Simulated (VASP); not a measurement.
Mg16CO: single point with PBE+D3(BJ)

System: Mg16CO, a slab with vacuum.

```
CELL_PARAMETERS angstrom
6.30151 0.00000 0.00000
-3.15075 5.45726 0.00000
0.00000 0.00000 26.35840
ATOMIC_POSITIONS crystal
Mg 0.33333 0.16667 0.15175
Mg 0.33333 0.66667 0.15175
Mg 0.83333 0.16667 0.15175
Mg 0.83333 0.66667 0.15175
Mg 0.16667 0.33333 0.24752
Mg 0.16667 0.83333 0.24752
Mg 0.66667 0.33333 0.24752
Mg 0.66667 0.83333 0.24752
Mg 0.33333 0.16667 0.34218
Mg 0.33333 0.66667 0.34218
Mg 0.83333 0.16667 0.34218
Mg 0.83333 0.66667 0.34218
Mg 0.16667 0.33333 0.44041
Mg 0.16667 0.83333 0.44041
Mg 0.66667 0.33333 0.44041
Mg 0.66667 0.83333 0.44041
O 0.41667 0.50000 0.57699
C 0.41667 0.50000 0.62061
```

```json
{
 "Program": "VASP 6.6.1",
 "Task": "single point",
 "Functional": "PBE",
 "Dispersion": "D3(BJ)",
 "Potentials or basis": "VASP PAW PBE potentials, release 64 (Mg, O, C)",
 "Cutoff": "520 eV",
 "k mesh": "6 × 6 × 1",
 "Occupations": "gaussian, width 0.1 eV",
 "Spin": "no spin polarisation"
}
```

The largest force is 0.709 eV/Å. The band gap on the k mesh is zero (bands 21 and 22 overlap by 1.37 eV) and the dispersion energy per atom is -0.211 eV.

Forces in eV/Å, atoms in the order of the input:
```
Mg   0.000 -0.002 -0.161
Mg  -0.001  0.001 -0.160
Mg   0.000  0.000 -0.162
Mg   0.001  0.001 -0.161
Mg   0.000  0.000  0.022
Mg   0.000  0.000  0.020
Mg   0.000  0.000  0.021
Mg   0.000  0.000  0.021
Mg   0.000 -0.001  0.076
Mg  -0.001  0.001  0.077
Mg   0.000  0.000  0.074
Mg   0.001  0.001  0.075
Mg  -0.007 -0.005  0.061
Mg  -0.001  0.001  0.069
Mg   0.008 -0.004  0.063
Mg   0.002  0.009  0.061
O   -0.002 -0.002  0.709
C    0.001  0.001 -0.705
```

Levels at points of the mesh, in eV from the Fermi level:
```
           k point  band 19  band 20  band 21  band 22  band 23  band 24
(0.00, 0.00, 0.00)    -1.08    -1.08    -1.08    -1.00     0.24     0.24
(0.50, 0.00, 0.00)    -1.01     0.16     0.18     0.61     0.61     1.41
(0.00, 0.50, 0.00)    -1.01     0.16     0.18     0.61     0.61     1.41
(0.50, 0.50, 0.00)    -1.01     0.16     0.18     0.61     0.61     1.42
```

It took 16 min on 1 thread of Intel(R) Xeon(R) Platinum 8488C (Sapphire Rapids), with other jobs on the host, peak memory 1.1 GiB.
